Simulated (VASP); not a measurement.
A run of VASP 6.6.1:

The input INCAR:

```
SYSTEM = NbB2
  PREC = Accurate
  ENCUT = 520
  EDIFF = 1E-6
  ISMEAR = -1
  SIGMA = 0.15
  LREAL = .False.
  LASPH = .True.
  NELM = 100
  ALGO = Normal
  ISIF = 2
  LWAVE = .False.
  LCHARG = .False.
  NBANDS = 16
```

File KPOINTS:

```
Automatic mesh
0
Gamma
  18 18 14
  0 0 0
```

File POSCAR:

```
NbB2
1.0
    3.0926278422      0.0000000000      0.0000000000
   -1.5463139211      2.6782942758      0.0000000000
    0.0000000000      0.0000000000      3.3044554943
Nb B
1 2
Direct
    0.0000000000      0.0000000000      0.0000000000
    0.3333333333      0.6666666667      0.5000000000
    0.6666666667      0.3333333333      0.5000000000
```

Potentials or basis: VASP PAW LDA potentials, release 64 (Nb_sv, B).

Run with:

```bash
$ cat potpaw_LDA.64/Nb_sv/POTCAR potpaw_LDA.64/B/POTCAR > POTCAR
$ mpirun -np 1 vasp_std > vasp.out
```

Hardware: 1 thread of AMD EPYC 9R45 96-Core Processor (Zen 5), with other jobs on the host.

Problem. How long does it take, and how much memory?

Solution. Run time: 60 s on 1 thread of AMD EPYC 9R45 96-Core Processor (Zen 5), with other jobs on the host, peak memory 0.2 GiB. Counts: scf iterations 12, k points 296.
